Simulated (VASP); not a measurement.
# TaN (P6_3mc) in VASP: a series of runs, part 2 of 2

VASP 6.6.1. Earlier steps stand in the parts before.

**3. Electric field gradients, PBEsol (volume scaled by 0.96)**

INCAR

```
SYSTEM = TaN
ALGO     = Normal         ! electronic algorithm
EDIFF    = 1E-8           ! SCF threshold, eV
ENCUT    = 520            ! plane-wave cutoff, eV
GGA      = PS             ! functional
ISIF     = 2              ! what is computed and relaxed
ISMEAR   = -1             ! smearing method
LASPH    = .TRUE.         ! aspherical terms in the spheres
LCHARG   = .FALSE.        ! write CHGCAR
LEFG     = .TRUE.       
LREAL    = .FALSE.        ! projectors in reciprocal space
LWAVE    = .FALSE.        ! write WAVECAR
NBANDS   = 24             ! bands
NELM     = 60             ! most SCF steps
PREC     = Accurate       ! precision mode
SIGMA    = 0.01           ! smearing width, eV
```

KPOINTS

```
k-points
0
G
  9 9 5
  0 0 0
```

POSCAR

```
TaN
1.0
    3.0087798064      0.0000000000      0.0000000000
   -1.5043899033      2.6056797468      0.0000000000
    0.0000000000      0.0000000000      4.8732350589
Ta N
2 2
Direct
    0.3333333333      0.6666666667      0.0000000000
    0.6666666667      0.3333333333      0.5000000000
    0.3333333333      0.6666666667      0.3850000000
    0.6666666667      0.3333333333      0.8850000000
```

Potentials or basis: VASP PAW PBE potentials, release 64 (Ta_pv, N).

Command:

```console
$ cat potpaw_PBE.64/Ta_pv/POTCAR potpaw_PBE.64/N/POTCAR > POTCAR
$ mpirun -np 1 vasp_std > vasp.out
```

OUTCAR:

```text
SYSTEM = TaN
   EDIFF = 1E-8
   ENCUT = 520
   GGA = PS
   ISIF = 2
   ISMEAR = -1
   LASPH = .TRUE.
   LREAL = .FALSE.
   NELM = 60
   PREC = Accurate

 ion  position               nearest neighbor table
   1  0.333  0.667  0.000-   4 1.83   4 1.83   4 1.83   3 1.88   2 2.99   2 2.99   2 2.99   2 2.99
                             2 2.99   2 2.99
   2  0.667  0.333  0.500-   3 1.83   3 1.83   3 1.83   4 1.88   1 2.99   1 2.99   1 2.99   1 2.99
                             1 2.99   1 2.99
   3  0.333  0.667  0.385-   2 1.83   2 1.83   2 1.83   1 1.88
   4  0.667  0.333  0.885-   1 1.83   1 1.83   1 1.83   2 1.88

  LATTYP: Found a hexagonal cell.
 ALAT       =     3.0087798064
 C/A-ratio  =     1.6196715521

  Lattice vectors:

 A1 = (   3.0087798064,   0.0000000000,   0.0000000000)
 A2 = (  -1.5043899033,   2.6056797468,   0.0000000000)
 A3 = (   0.0000000000,   0.0000000000,   4.8732350589)

Analysis of symmetry for initial positions (statically):
=====================================================================
 Subroutine PRICEL returns:
 Original cell was already a primitive cell.

 Routine SETGRP: Setting up the symmetry group for a
 hexagonal supercell.

 Subroutine GETGRP returns: Found 12 space group operations
 (whereof  6 operations were pure point group operations)
 out of a pool of 24 trial point group operations.

The static configuration has the point symmetry C_3v.
 The point group associated with its full space group is C_6v.

Analysis of symmetry for dynamics (positions and initial velocities):
=====================================================================
 Subroutine PRICEL returns:
 Original cell was already a primitive cell.

 Routine SETGRP: Setting up the symmetry group for a
 hexagonal supercell.

 Subroutine GETGRP returns: Found 12 space group operations
 (whereof  6 operations were pure point group operations)
 out of a pool of 24 trial point group operations.

The dynamic configuration has the point symmetry C_3v.
 The point group associated with its full space group is C_6v.

 Subroutine INISYM returns: Found 12 space group operations
 (whereof  6 operations are pure point group operations),
 and found     1 'primitive' translations

----------------------------------------------------------------------------------------

                                     Primitive cell

  volume of cell :      38.2058

  direct lattice vectors                    reciprocal lattice vectors
     3.008779806  0.000000000  0.000000000     0.332360646  0.191888508  0.000000000
    -1.504389903  2.605679747  0.000000000     0.000000000  0.383777017  0.000000000
     0.000000000  0.000000000  4.873235059     0.000000000  0.000000000  0.205202496

  length of vectors
     3.008779806  3.008779807  4.873235059     0.383777017  0.383777017  0.205202496

  position of ions in fractional coordinates (direct lattice)
     0.333333333  0.666666667  0.000000000
     0.666666667  0.333333333  0.500000000
     0.333333333  0.666666667  0.385000000
     0.666666667  0.333333333  0.885000000

  ion indices of the primitive-cell ions
   primitive index   ion index
                 1           1
                 2           2
[... 85 lines left out ...]
   NELECT =      32.0000    total number of electrons
   NUPDOWN=      -1.0000    fix difference up-down
   EMIN   =  10.00;   EMAX   =-10.00  energy-range for DOS
   EFERMI =   0.00;   METHOD = LEGACY
   ISMEAR =    -1;   SIGMA  =   0.01  broadening in eV -4-tet -1-fermi 0-gaus
   EFERMI_NEDOS =   21; number of points for ismear=-14 and -15
   IALGO  =     38    algorithm
   IMIX   =      4    mixing-type and parameters
     AMIX     =   0.40;   BMIX     =  1.00
     AMIX_MAG =   1.60;   BMIX_MAG =  1.00
  volume/ion in A,a.u.               =       9.55        64.46
  Fermi-wavevector in a.u.,A,eV,Ry     =   1.543175  2.916178 32.400772  2.381390
  Thomas-Fermi vector in A             =   2.648875
   LORBIT       =      0    0 simple, 1 ext, 2 COOP (PROOUT), +10 PAW based schemes
   GGA     = PS    functional components
   LHFCALC =     F    Hartree Fock is set to
   AEXX    =    0.0000 exact exchange contribution
   IVDW    =     0    specifies the selected vdW correction
   LEPSILON=     F    determine dielectric tensor
   LRPA    =     F    only Hartree local field effects (RPA)
 non-spin polarized calculation
  energy-cutoff  :      520.00
  volume of cell :       38.21
 maximum number of plane-waves:      1046
 NGX is ok and might be reduce to    24
   NGX = 11   NGY = 11   NGZ = 19

 number of electron      32.0000000 magnetization

 Free energy of the ion-electron system (eV)
  ---------------------------------------------------
  ext. energy  EPLUGINS =         0.00000000
  ---------------------------------------------------
  free energy    TOTEN  =       -39.37233332 eV

  energy without entropy =      -39.37092265  energy(sigma->0) =      -39.37162798

 E-fermi :  10.0522     XC(G=0): -13.9251

 val. band max:       10.0511747211   @ k =   0.1111   0.1111   0.4000
 cond. band min:      10.0576525992   @ k =   0.2222   0.0000   0.0000
 fundamental gap:      0.0064778781
 Fermi energy:        10.0521668153

 k-point     1 :       0.0000    0.0000    0.0000
  band No.  band energies     occupation
      1     -26.1221      2.00000
      2     -24.8486      2.00000
      3     -24.8486      2.00000
      4     -24.6260      2.00000
      5     -24.6260      2.00000
      6     -24.5468      2.00000
[... 637 lines left out ...]
     23      18.1874      0.00000
     24      18.1874      0.00000

 [... further k-points ...]
[... 5 lines left out ...]
  --------------------------------------------------------------------------------------
  -------------------------------------------------------------------------------------
  Total       40.8020362     40.8020362     33.6649079     -0.0000000     -0.0000000      0.0000000
  in kB     1711.0536095   1711.0536095   1411.7545966     -0.0000001     -0.0000000      0.0000000
  external PRESSURE =    1611.2872719 kB  Pullay stress =       0.0000000 kB

 VOLUME and BASIS-vectors are now :
 -----------------------------------------------------------------------------
  energy-cutoff  :      520.00
  volume of cell :       38.21
      direct lattice vectors                 reciprocal lattice vectors
     3.008779806  0.000000000  0.000000000     0.332360646  0.191888508  0.000000000
    -1.504389903  2.605679747  0.000000000     0.000000000  0.383777017  0.000000000
     0.000000000  0.000000000  4.873235059     0.000000000  0.000000000  0.205202496

 POSITION                                       TOTAL-FORCE (eV/Angst)
 -----------------------------------------------------------------------------------
     -0.00000      1.73712      0.00000         0.000000     -0.000000      2.396565
      1.50439      0.86856      2.43662        -0.000000      0.000000      2.396565
     -0.00000      1.73712      1.87620         0.000000     -0.000000     -2.396565
      1.50439      0.86856      4.31281        -0.000000      0.000000     -2.396565
 -----------------------------------------------------------------------------------
    total drift:                               -0.000000      0.000000     -0.000073

  FREE ENERGIE OF THE ION-ELECTRON SYSTEM (eV)
  ---------------------------------------------------
  free  energy   TOTEN  =       -39.3723333154 eV

  energy  without entropy=      -39.3709226518  energy(sigma->0) =      -39.37162798

 Electric field gradients (V/A^2)
---------------------------------------------------------------------
 ion       V_xx      V_yy      V_zz      V_xy      V_xz      V_yz
---------------------------------------------------------------------
   1     -63.503   -63.503   127.006    -0.000    -0.000     0.000
   2     -63.503   -63.503   127.006    -0.000     0.000    -0.000
   3      -5.732    -5.731    11.463     0.001     0.000    -0.000
   4      -5.732    -5.731    11.463     0.001    -0.000     0.000
---------------------------------------------------------------------

 Electric field gradients after diagonalization (V/A^2)
 (convention: |V_zz| > |V_xx| > |V_yy|)
----------------------------------------------------------------------
 ion       V_xx      V_yy      V_zz     asymmetry (V_yy - V_xx)/ V_zz
----------------------------------------------------------------------
   1     -63.503   -63.503   127.006       0.000
   2     -63.503   -63.503   127.006       0.000
   3      -5.732    -5.730    11.463       0.000
   4      -5.732    -5.730    11.463       0.000
----------------------------------------------------------------------

           NMR quadrupolar parameters

 Cq : quadrupolar parameter    Cq=e*Q*V_zz/h
 eta: asymmetry parameters     (V_yy - V_xx)/ V_zz
 Q  : nuclear electric quadrupole moment in mb (millibarn)
----------------------------------------------------------------------
 ion       Cq(MHz)       eta       Q (mb)
----------------------------------------------------------------------
   1       0.307       0.000       1.000
   2       0.307       0.000       1.000
   3       0.028       0.000       1.000
   4       0.028       0.000       1.000
----------------------------------------------------------------------
```

Wall time 20 s (1 thread of AMD EPYC 9R45 (Zen 5), shared host); peak memory 0.14 GiB.

Results:

```yaml
Free_energy: -39.3723 eV
Pressure: 161.1 GPa
Largest_force: 2.397 eV/Å
Band_gap_on_the_k_mesh: zero (band 16 reaches 10.61 eV, above the bottom of band 17 at 8.31 eV)
```

Forces in eV/Å, atoms in the order of the input:
```
Ta   0.000  0.000  2.397
Ta   0.000  0.000  2.397
N    0.000  0.000 -2.397
N    0.000  0.000 -2.397
```

Electric field gradients, principal values (V/Å²):
| atom | least | middle | greatest (by size) |
| --- | --- | --- | --- |
| 1 Ta | -63.503 | -63.503 | 127.006 |
| 2 Ta | -63.503 | -63.503 | 127.006 |
| 3 N | -5.730 | -5.732 | 11.463 |
| 4 N | -5.730 | -5.732 | 11.463 |

Caveat: without QUAD_EFG the Cq values of the log hold for a quadrupole moment of 1 mb, not for the nuclei; the PAW data sets were made with another functional, which shifts forces and pressure a little; spin-orbit coupling is left out, which moves the levels of the heavy elements.
